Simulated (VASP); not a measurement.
Crystal: Si.

```
Si
1.0
     0.00000    2.72185    2.72185
     2.72185    0.00000    2.72185
     2.72185    2.72185    0.00000
Si
2
Direct
  0.75000 0.75000 0.75000
  0.50000 0.50000 0.50000
```

Base run:

```yaml
Program: VASP 6.6.1
Functional: PBE
Potentials_or_basis: VASP PAW PBE potentials, release 64 (Si)
Cutoff: 520 eV
k_mesh: 10 × 10 × 10
Occupations: fermi-dirac, width 0.02 eV
Spin: no spin polarisation
```

Its results: band gap on the k mesh 0.59 eV, indirect (least direct gap 2.56 eV); pressure 1.3 GPa.

Problem. After a change of settings the same cell gave: band gap on the k mesh 0.79 eV, indirect (least direct gap 2.76 eV); pressure -0.2 GPa. Which change was it?
A. functional from PBE to PBEsol; further incar settings from ALGO = Normal; EDIFF = 1e-07; NBANDS = 11 to ALGO = Normal; EDIFF = 1e-08; NBANDS = 11
B. functional from PBE to r2SCAN; further incar settings from ALGO = Normal; EDIFF = 1e-07; NBANDS = 11 to ALGO = Normal; EDIFF = 1e-08; NBANDS = 11
C. functional from PBE to PBEsol; further incar settings from ALGO = Normal; EDIFF = 1e-07; NBANDS = 11 to ALGO = Normal; EDIFF = 1e-06; NBANDS = 11
D. further incar settings from ALGO = Normal; EDIFF = 1e-07; NBANDS = 11 to ALGO = Normal; EDIFF = 1e-08; NBANDS = 11

Solution. B.

Caveats: the PAW data sets were made with another functional, which shifts forces and pressure a little (some runs).
